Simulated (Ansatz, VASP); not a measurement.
Two plane-wave programs on Sr

```xyz
1
Lattice="-2.1264 2.1264 3.0209 2.1264 -2.1264 3.0209 2.1264 2.1264 -3.0209" Properties=species:S:1:pos:R:3 pbc="T T T"
Sr    0.0000    0.0000    3.0209
```

Alike in both runs: functional PBE; k mesh 14 × 14 × 14; occupations gaussian, width 0.1 eV; no spin polarisation.

Ansatz relaxed the structure, and its values are those at the end. VASP's run is a single point on that final structure, the one shown.

```csv
,VASP,Ansatz
version,VASP 6.6.1,Ansatz 0.2.0
potentials or method,"VASP PAW PBE potentials, release 64 (Sr_sv), cutoff 520 eV","scalar-relativistic, plane waves, PAW"
valence electrons in the cell,10,10
```

```tsv
	VASP	Ansatz	Ansatz less VASP
gap on the k mesh at the Fermi level (eV)	none	none	-
pressure (GPa)	0.0	0.0	0.00
```

A gap of «none» marks a metal or a gap that the smearing closes.
